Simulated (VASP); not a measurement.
Set up this calculation in VASP 6.6.1, as the native input.

- Task: single point
- Functional: PBE
- Dispersion: D3(BJ)
- Potentials or basis: VASP PAW PBE potentials, release 64 (W_sv, Si)
- Cutoff: 520 eV
- k mesh: 6 × 6 × 1
- Occupations: gaussian, width 0.1 eV
- Spin: no spin polarisation
- Dipole correction: yes
- Further INCAR settings: ALGO = Normal; EDIFF = 1e-07; NBANDS = 53

The structure of SiW6 lies in POSCAR:

```
SiW6
1.0
    4.4682526324      0.0000000000      0.0000000000
   -2.2341263162      3.8696202902      0.0000000000
    0.0000000000      0.0000000000     21.7259061349
W Si
6 1
Direct
    0.6666666667      0.3333333333      0.1841119986
    0.3333333333      0.6666666667      0.2260931360
    0.0000000000      0.0000000000      0.2680742733
    0.6666666667      0.3333333333      0.3070897866
    0.3333333333      0.6666666667      0.3466976876
    0.0000000000      0.0000000000      0.3832248047
    0.0000000000      0.8888888889      0.5121032037
```

One way to write it, as run:

INCAR

```
ALGO     = Normal         # electronic algorithm
DIPOL    = 0.5 0.5 0.318
EDIFF    = 1E-7           # SCF threshold, eV
ENCUT    = 520            # plane-wave cutoff, eV
GGA      = PE             # functional
IDIPOL   = 3            
ISIF     = 2              # what is computed and relaxed
ISMEAR   = 0              # smearing method
IVDW     = 12             # dispersion correction
LASPH    = T              # aspherical terms in the spheres
LCHARG   = F              # write CHGCAR
LDIPOL   = T            
LREAL    = F              # projectors in reciprocal space
LWAVE    = F              # write WAVECAR
NBANDS   = 53             # bands
NELM     = 80             # most SCF steps
PREC     = Accurate       # precision mode
SIGMA    = 0.1            # smearing width, eV
```

KPOINTS

```
k-points
0
Gamma
  6 6 1
```

Potentials or basis: VASP PAW PBE potentials, release 64 (W_sv, Si).

Run with:

```console
$ cat potpaw_PBE.64/W_sv/POTCAR potpaw_PBE.64/Si/POTCAR > POTCAR
$ mpirun -np 1 vasp_std > vasp.out
```

It gave:

* Largest force: 2.375 eV/Å
* Band gap on the k mesh: zero (band 44 reaches 0.39 eV, above the bottom of band 45 at 0.05 eV)
* Dispersion energy per atom: -0.401 eV

Caveat: spin-orbit coupling is left out, which moves the levels of the heavy elements.

Wall time 18 min on 1 thread of Oxide Virtual Turin-like Processor, on a shared host, peak memory 0.62 GiB.
